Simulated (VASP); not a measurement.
Input of a VASP 6.6.1 run:

The input INCAR:

```
ALGO = Normal
EDIFF = 1E-6
ENCUT = 520
GGA = PS
ISIF = 2
ISMEAR = -1
LASPH = T
LCHARG = F
LREAL = F
LWAVE = F
NBANDS = 16
NELM = 60
PREC = Accurate
SIGMA = 0.05
```

The input KPOINTS:

```
k-points
0
Gamma
  9 9 9
```

Contents of POSCAR:

```
MnS
1.0
    0.0000000000      2.4734634191      2.4734634191
    2.4734634191      0.0000000000      2.4734634191
    2.4734634191      2.4734634191      0.0000000000
Mn S
1 1
Direct
    0.0000000000      0.0000000000      0.0000000000
    0.7500000000      0.7500000000      0.7500000000
```

Potentials or basis: VASP PAW PBE potentials, release 64 (Mn_pv, S).

Launch:

```console
$ cat potpaw_PBE.64/Mn_pv/POTCAR potpaw_PBE.64/S/POTCAR > POTCAR
$ mpirun -np 1 vasp_std > vasp.out
```

**Question.** What does it give for the band gap on the k mesh?

**Answer.** Zero (an odd number of electrons rules out a gap without spin polarisation).

**Question.** Estimate the pressure.

**Answer.** -2.9 GPa.

Caveat: the PAW data sets were made with another functional, which shifts forces and pressure a little; the run has no spin polarisation, though such a crystal can be magnetic; semilocal functionals often make such compounds metallic where correlation or magnetic order opens a gap, which also shifts bond lengths. With open d or f shells a metallic result of PBEsol can be an artefact of self-interaction; +U or a hybrid may open a gap.
